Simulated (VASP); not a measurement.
A run of VASP 6.6.1:

Contents of POSCAR:

```
As
1.0
    1.7950784285      1.0363890139      5.0542643309
   -1.7950784285      1.0363890139      5.0542643309
    0.0000000000     -2.0727780278      5.0542643309
As
2
Direct
    0.7883402482      0.7883402482      0.7883402482
    0.2116597518      0.2116597518      0.2116597518
```

File INCAR.step1:

```
SYSTEM = As
  PREC = Accurate
  ENCUT = 520
  ISMEAR = -1
  SIGMA = 0.03
  LREAL = .False.
  LASPH = .True.
  NELM = 60
  NBANDS = 12
  GGA = PE
  ALGO = Normal
  EDIFF = 1E-4
  LWAVE = .True.
  LCHARG = .False.
```

Contents of INCAR.step2:

```
SYSTEM = As
  PREC = Accurate
  ENCUT = 520
  EDIFF = 1E-7
  ISMEAR = -1
  SIGMA = 0.03
  LREAL = .False.
  LASPH = .True.
  NELM = 60
  ALGO = Normal
  ISIF = 2
  LWAVE = .False.
  LCHARG = .False.
  METAGGA = R2SCAN
  LMIXTAU = .True.
  NBANDS = 12
  ISTART = 1
```

The input KPOINTS:

```
regular mesh
0
Gamma
  10 10 10
  0 0 0
```

Potentials or basis: VASP PAW PBE potentials, release 64 (As).

Command:

```sh
$ cat potpaw_PBE.64/As/POTCAR > POTCAR
$ cp INCAR.step1 INCAR
$ mpirun -np 1 vasp_std > vasp.out
$ cp INCAR.step2 INCAR
$ mpirun -np 1 vasp_std > vasp.out
```

Hardware: 1 thread of Intel Xeon 8259CL, with other jobs on the host.

Problem. Estimate the wall time of this run.

Solution. It took 13 min on 1 thread of Intel Xeon 8259CL, with other jobs on the host, peak memory 0.31 GiB. Counts: k points 116.
